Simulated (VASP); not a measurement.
# Cu (Fm-3m) in VASP: a series of runs

Aim: see how the results for Cu move with the level of theory and the settings. Levels: PBEsol, r2SCAN. Tasks: single point.

All numbers are computed with VASP 6.6.1; they aren't measurements. Logs are shortened: lines on timing, memory, paths and dates and some standing lists are left out, and cuts for length are marked.

## 1. The cell of the first run

It takes space group Fm-3m (No. 225, cubic). Conventional cell: a = 3.563 Å, b = 3.563 Å, c = 3.563 Å, α = 90.00°, β = 90.00°, γ = 90.00°. Cu (site symmetry m-3m) has 12 Cu at 2.52 Å within 3.3 Å.

## 2. Single point, PBEsol

Input file INCAR:

```
PREC = Accurate
ENCUT = 600
EDIFF = 1E-6
ISMEAR = 0
SIGMA = 0.1
LREAL = F
LASPH = T
NELM = 120
ALGO = Normal
ISIF = 2
LWAVE = F
LCHARG = F
GGA = PS
NBANDS = 12
GGA_COMPAT = F
```

Input file KPOINTS:

```
regular mesh
0
Gamma
  20 20 20
```

Input file POSCAR:

```
Cu
1.0
    0.0000000000      1.7816860089      1.7816860089
    1.7816860089      0.0000000000      1.7816860089
    1.7816860089      1.7816860089      0.0000000000
Cu
1
Direct
    0.0000000000      0.0000000000      0.0000000000
```

Potentials or basis: VASP PAW PBE potentials, release 64 (Cu).

On the command line:

```
cat potpaw_PBE.64/Cu/POTCAR > POTCAR
mpirun -np 1 vasp_std > vasp.out
```

OUTCAR:

```text
PREC = Accurate
   ENCUT = 600
   EDIFF = 1E-6
   ISMEAR = 0
   LREAL = F
   LASPH = T
   NELM = 120
   ISIF = 2
   GGA = PS

 ion  position               nearest neighbor table
   1  0.000  0.000  0.000-

  LATTYP: Found a face centered cubic cell.
 ALAT       =     3.5633720178

  Lattice vectors:

 A1 = (   0.0000000000,   1.7816860089,   1.7816860089)
 A2 = (   1.7816860089,   0.0000000000,   1.7816860089)
 A3 = (   1.7816860089,   1.7816860089,   0.0000000000)

Analysis of symmetry for initial positions (statically):
=====================================================================
 Subroutine PRICEL returns:
 Original cell was already a primitive cell.

 Routine SETGRP: Setting up the symmetry group for a
 face centered cubic supercell.

 Subroutine GETGRP returns: Found 48 space group operations
 (whereof 48 operations were pure point group operations)
 out of a pool of 48 trial point group operations.

The static configuration has the point symmetry O_h .

Analysis of symmetry for dynamics (positions and initial velocities):
=====================================================================
 Subroutine PRICEL returns:
 Original cell was already a primitive cell.

 Routine SETGRP: Setting up the symmetry group for a
 face centered cubic supercell.

 Subroutine GETGRP returns: Found 48 space group operations
 (whereof 48 operations were pure point group operations)
 out of a pool of 48 trial point group operations.

The dynamic configuration has the point symmetry O_h .

 Subroutine INISYM returns: Found 48 space group operations
 (whereof 48 operations are pure point group operations),
 and found     1 'primitive' translations

----------------------------------------------------------------------------------------

                                     Primitive cell

  volume of cell :      11.3116

  direct lattice vectors                    reciprocal lattice vectors
     0.000000000  1.781686009  1.781686009    -0.280633062  0.280633062  0.280633062
     1.781686009  0.000000000  1.781686009     0.280633062 -0.280633062  0.280633062
     1.781686009  1.781686009  0.000000000     0.280633062  0.280633062 -0.280633062

  length of vectors
     2.519684518  2.519684518  2.519684518     0.486070721  0.486070721  0.486070721

  position of ions in fractional coordinates (direct lattice)
     0.000000000  0.000000000  0.000000000

  ion indices of the primitive-cell ions
   primitive index   ion index
                 1           1

----------------------------------------------------------------------------------------

 KPOINTS: regular mesh

Automatic generation of k-mesh.
 Grid dimensions read from file:
 generate k-points for:   20   20   20

 Generating k-lattice:

  Cartesian coordinates                     Fractional coordinates (reciprocal lattice)
    -0.014031653  0.014031653  0.014031653     0.050000000  0.000000000  0.000000000
     0.014031653 -0.014031653  0.014031653     0.000000000  0.050000000  0.000000000
     0.014031653  0.014031653 -0.014031653     0.000000000  0.000000000  0.050000000

  Length of vectors
     0.024303536  0.024303536  0.024303536

  Shift w.r.t. Gamma in fractional coordinates (k-lattice)
     0.000000000  0.000000000  0.000000000

 Subroutine IBZKPT returns following result:
 ===========================================

 Found    256 irreducible k-points:

 Following reciprocal coordinates:
            Coordinates               Weight
  0.000000  0.000000  0.000000      1.000000
  0.050000  0.000000  0.000000      8.000000
  0.100000  0.000000  0.000000      8.000000
  0.150000  0.000000  0.000000      8.000000
  0.200000  0.000000  0.000000      8.000000
  0.250000  0.000000  0.000000      8.000000
[... 16 lines left out ...]
 -0.400000  0.050000  0.000000     24.000000
 -0.350000  0.050000  0.000000     24.000000
 [... further k-points ...]
   k-points           NKPTS =    256   k-points in BZ     NKDIM =    256   number of bands    NBANDS=     12
   number of dos      NEDOS =    301   number of ions     NIONS =      1
   total plane-waves  NPLWV =   8000
   dimension x,y,z NGX =    20 NGY =   20 NGZ =   20
   dimension x,y,z NGXF=    40 NGYF=   40 NGZF=   40
   ions per type =               1
   NGX,Y,Z   is equivalent  to a cutoff of  13.20, 13.20, 13.20 a.u.
   NGXF,Y,Z  is equivalent  to a cutoff of  26.39, 26.39, 26.39 a.u.
 SYSTEM =  unknown system
   PREC   = accura    normal or accurate (medium, high low for compatibility)
   ISTART =      0    job   : 0-new  1-cont  2-samecut
   ICHARG =      2    charge: 1-file 2-atom 10-const
   ISPIN  =      1    spin polarized calculation?
   LNONCOLLINEAR =      F non collinear calculations
   LSORBIT =      F    spin-orbit coupling
   LASPH  =      T    aspherical Exc in radial PAW
   ENCUT  =  600.0 eV  44.10 Ry    6.64 a.u.   5.03  5.03  5.03*2*pi/ulx,y,z
   NELM   =    120;   NELMIN=  2; NELMDL= -5     # of ELM steps
   EDIFF  = 0.1E-05   stopping-criterion for ELM
   LREAL  =      F    real-space projection
   EDIFFG = 0.1E-04   stopping-criterion for IOM
   NSW    =      0    number of steps for IOM
   IBRION =     -1    ionic relax: 0-MD 1-quasi-New 2-CG
   NFREE  =      0    steps in history (QN), initial steepest desc. (CG)
   ISIF   =      2    stress and relaxation
   ISYM   =      2    0-nonsym 1-usesym 2-fastsym
   POTIM  = 0.5000    time-step for ionic-motion
   TEBEG  =    0.0;   TEEND  =   0.0 temperature during run
   PSTRESS=    0.0 pullay stress
   NELECT =      11.0000    total number of electrons
   NUPDOWN=      -1.0000    fix difference up-down
   EMIN   =  10.00;   EMAX   =-10.00  energy-range for DOS
   EFERMI =   0.00;   METHOD = LEGACY
   ISMEAR =     0;   SIGMA  =   0.10  broadening in eV -4-tet -1-fermi 0-gaus
   EFERMI_NEDOS =   21; number of points for ismear=-14 and -15
   IALGO  =     38    algorithm
   IMIX   =      4    mixing-type and parameters
     AMIX     =   0.40;   BMIX     =  1.00
     AMIX_MAG =   1.60;   BMIX_MAG =  1.00
  volume/ion in A,a.u.               =      11.31        76.33
  Fermi-wavevector in a.u.,A,eV,Ry     =   1.621927  3.064997 35.792115  2.630646
  Thomas-Fermi vector in A             =   2.715623
   LORBIT       =      0    0 simple, 1 ext, 2 COOP (PROOUT), +10 PAW based schemes
   GGA     = PS    functional components
   LHFCALC =     F    Hartree Fock is set to
   AEXX    =    0.0000 exact exchange contribution
   IVDW    =     0    specifies the selected vdW correction
   LEPSILON=     F    determine dielectric tensor
   LRPA    =     F    only Hartree local field effects (RPA)
 non-spin polarized calculation
 Gauss-broadening in eV      SIGMA  =   0.10
  energy-cutoff  :      600.00
  volume of cell :       11.31
 maximum number of plane-waves:       388
   NGX =  9   NGY =  9   NGZ =  9

 number of electron      11.0000013 magnetization

 Free energy of the ion-electron system (eV)
  ---------------------------------------------------
  ext. energy  EPLUGINS =         0.00000000
  ---------------------------------------------------
  free energy    TOTEN  =        -4.31002230 eV

  energy without entropy =       -4.30873292  energy(sigma->0) =       -4.30937761

 E-fermi :   7.9107     XC(G=0): -13.1616

 val. band max:        7.8571069946   @ k =   0.4500   0.3000   0.0000
 cond. band min:       7.9154301608   @ k =   0.5000   0.2500   0.1000
 fundamental gap:      0.0583231663
 Fermi energy:         7.9107109473

 k-point     1 :       0.0000    0.0000    0.0000
  band No.  band energies     occupation
      1      -1.7780      2.00000
      2       4.7843      2.00000
      3       4.7843      2.00000
      4       4.7843      2.00000
      5       5.6740      2.00000
      6       5.6740      2.00000
      7      30.8727      0.00000
      8      33.8251      0.00000
      9      33.8251      0.00000
     10      33.8251      0.00000
     11      36.3439      0.00000
     12      36.3439      0.00000

 k-point     2 :       0.0500    0.0000    0.0000
  band No.  band energies     occupation
      1      -1.6839      2.00000
      2       4.7631      2.00000
      3       4.8030      2.00000
      4       4.8030      2.00000
      5       5.6664      2.00000
      6       5.6664      2.00000
      7      30.4171      0.00000
      8      32.5252      0.00000
      9      33.5149      0.00000
     10      33.5149      0.00000
     11      36.7832      0.00000
     12      36.7832      0.00000

 k-point     3 :       0.1000    0.0000    0.0000
  band No.  band energies     occupation
      1      -1.4043      2.00000
      2       4.7044      2.00000
      3       4.8531      2.00000
      4       4.8531      2.00000
      5       5.6492      2.00000
      6       5.6492      2.00000
      7      28.4704      0.00000
      8      31.7430      0.00000
      9      32.9153      0.00000
     10      32.9153      0.00000
     11      37.7327      0.00000
     12      37.7328      0.00000
[... 286 lines left out ...]
 k-point    23 :      -0.4000    0.0500    0.0000
  band No.  band energies     occupation
      1       2.4903      2.00000
      2       4.7596      2.00000
      3       4.8099      2.00000
      4       5.5090      2.00000
      5       6.1468      2.00000
      6       6.6063      2.00000
      7      13.5814      0.00000
      8      28.2415      0.00000
      9      30.1922      0.00000
     10      31.0250      0.00000
     11      33.9197      0.00000
     12      35.3415      0.00000

 k-point    24 :      -0.3500    0.0500    0.0000
  band No.  band energies     occupation
      1       2.1336      2.00000
      2       4.8138      2.00000
      3       4.8571      2.00000
      4       4.9621      2.00000
      5       6.0082      2.00000
      6       6.3033      2.00000
      7      15.4590      0.00000
      8      28.1984      0.00000
      9      30.5819      0.00000
     10      31.7765      0.00000
     11      33.9933      0.00000
     12      35.8075      0.00000

 [... further k-points ...]

------------------------ aborting loop because EDIFF is reached ----------------------------------------

  FORCE on cell =-STRESS in cart. coord.  units (eV):
  Direction    XX          YY          ZZ          XY          YZ          ZX
  --------------------------------------------------------------------------------------
  -------------------------------------------------------------------------------------
  Total        0.0590749      0.0590749      0.0590749      0.0000000      0.0000000      0.0000000
  in kB        8.3673865      8.3673865      8.3673865      0.0000000      0.0000000      0.0000000
  external PRESSURE =       8.3673865 kB  Pullay stress =       0.0000000 kB

 VOLUME and BASIS-vectors are now :
 -----------------------------------------------------------------------------
  energy-cutoff  :      600.00
  volume of cell :       11.31
      direct lattice vectors                 reciprocal lattice vectors
     0.000000000  1.781686009  1.781686009    -0.280633062  0.280633062  0.280633062
     1.781686009  0.000000000  1.781686009     0.280633062 -0.280633062  0.280633062
     1.781686009  1.781686009  0.000000000     0.280633062  0.280633062 -0.280633062

 POSITION                                       TOTAL-FORCE (eV/Angst)
 -----------------------------------------------------------------------------------
      0.00000      0.00000      0.00000         0.000000      0.000000      0.000000
 -----------------------------------------------------------------------------------
    total drift:                                0.000000      0.000000      0.000000

  FREE ENERGIE OF THE ION-ELECTRON SYSTEM (eV)
  ---------------------------------------------------
  free  energy   TOTEN  =        -4.3100222997 eV

  energy  without entropy=       -4.3087329157  energy(sigma->0) =       -4.30937761
```

Run time: 36 s. Hardware: 1 thread of Intel Xeon 8259CL, shared host; peak memory 0.16 GiB.

Results:

| Item | Value |
| --- | --- |
| Free energy | -4.3100 eV |
| Pressure | 0.8 GPa |

Levels at points of the mesh, in eV from the Fermi level:
| k point | band 4 | band 5 | band 6 | band 7 | band 8 | band 9 |
| --- | --- | --- | --- | --- | --- | --- |
| (0.00, 0.00, 0.00) | -3.13 | -2.24 | -2.24 | 22.96 | 25.91 | 25.91 |
| (0.50, 0.00, 0.00) | -1.63 | -1.63 | -1.13 | 4.00 | 21.43 | 22.73 |
| (0.50, 0.50, 0.00) | -1.48 | -1.48 | 1.46 | 7.44 | 13.40 | 13.40 |

Caveat: the PAW data sets were made with another functional, which shifts forces and pressure a little.

## 3. Single point, r2SCAN

POSCAR is that of step 2.

Input file INCAR.step1:

```
ALGO = Normal
EDIFF = 1E-5
ENCUT = 660
GGA = PE
GGA_COMPAT = False
ISMEAR = 0
LASPH = True
LCHARG = False
LREAL = False
LWAVE = True
NBANDS = 12
NELM = 120
PREC = Accurate
SIGMA = 0.1
```

Input file INCAR.step2:

```
ALGO = Normal
EDIFF = 1E-6
ENCUT = 660
GGA_COMPAT = False
ISIF = 2
ISMEAR = 0
ISTART = 1
LASPH = True
LCHARG = False
LMIXTAU = True
LREAL = False
LWAVE = False
METAGGA = R2SCAN
NBANDS = 12
NELM = 120
PREC = Accurate
SIGMA = 0.1
```

Input file KPOINTS:

```
k-points
0
Gamma
  20 20 20
```

Potentials or basis: VASP PAW PBE potentials, release 64 (Cu).

On the command line:

```
cat potpaw_PBE.64/Cu/POTCAR > POTCAR
cp INCAR.step1 INCAR
mpirun -np 1 vasp_std > vasp.out
cp INCAR.step2 INCAR
mpirun -np 1 vasp_std > vasp.out
```

OUTCAR:

```text
EDIFF = 1E-6
   ENCUT = 660
   ISIF = 2
   ISMEAR = 0
   ISTART = 1
   LASPH = True
   LREAL = False
   METAGGA = R2SCAN
   NELM = 120
   PREC = Accurate

 ion  position               nearest neighbor table
   1  0.000  0.000  0.000-

  LATTYP: Found a face centered cubic cell.
 ALAT       =     3.5633720178

  Lattice vectors:

 A1 = (   0.0000000000,   1.7816860089,   1.7816860089)
 A2 = (   1.7816860089,   0.0000000000,   1.7816860089)
 A3 = (   1.7816860089,   1.7816860089,   0.0000000000)
[... 539 lines left out ...]
     12      36.9610      0.00000

 [... further k-points ...]

------------------------ aborting loop because EDIFF is reached ----------------------------------------

  FORCE on cell =-STRESS in cart. coord.  units (eV):
  Direction    XX          YY          ZZ          XY          YZ          ZX
  --------------------------------------------------------------------------------------
  -------------------------------------------------------------------------------------
  Total        0.1656144      0.1656144      0.1656144      0.0000000     -0.0000000      0.0000000
  in kB       23.4576875     23.4576875     23.4576875      0.0000000     -0.0000000      0.0000000
  external PRESSURE =      23.4576875 kB  Pullay stress =       0.0000000 kB

 VOLUME and BASIS-vectors are now :
 -----------------------------------------------------------------------------
  energy-cutoff  :      660.00
  volume of cell :       11.31
      direct lattice vectors                 reciprocal lattice vectors
     0.000000000  1.781686009  1.781686009    -0.280633062  0.280633062  0.280633062
     1.781686009  0.000000000  1.781686009     0.280633062 -0.280633062  0.280633062
     1.781686009  1.781686009  0.000000000     0.280633062  0.280633062 -0.280633062

 POSITION                                       TOTAL-FORCE (eV/Angst)
 -----------------------------------------------------------------------------------
      0.00000      0.00000      0.00000         0.000000      0.000000     -0.000000
 -----------------------------------------------------------------------------------
    total drift:                                0.000000      0.000000      0.000000

  FREE ENERGIE OF THE ION-ELECTRON SYSTEM (eV)
  ---------------------------------------------------
  free  energy   TOTEN  =       -10.8273955671 eV

  energy  without entropy=      -10.8262243715  energy(sigma->0) =      -10.82680997
```

OUTCAR.step1:

```text
EDIFF = 1E-5
   ENCUT = 660
   GGA = PE
   ISMEAR = 0
   LASPH = True
   LREAL = False
[... 575 lines left out ...]

 POSITION                                       TOTAL-FORCE (eV/Angst)
 -----------------------------------------------------------------------------------
      0.00000      0.00000      0.00000         0.000000      0.000000      0.000000
 -----------------------------------------------------------------------------------
    total drift:                               -0.000000     -0.000000     -0.000000

  FREE ENERGIE OF THE ION-ELECTRON SYSTEM (eV)
  ---------------------------------------------------
  free  energy   TOTEN  =        -3.7096007577 eV

  energy  without entropy=       -3.7083357156  energy(sigma->0) =       -3.70896824
```

It took 2.4 min on 1 thread of Intel Xeon 8259CL, shared host; peak memory 0.18 GiB.

What came out:

| Property | Result |
| --- | --- |
| Free energy | -10.8274 eV |
| Pressure | 2.3 GPa |

Caveat: the PAW data sets were made with another functional, which shifts forces and pressure a little.
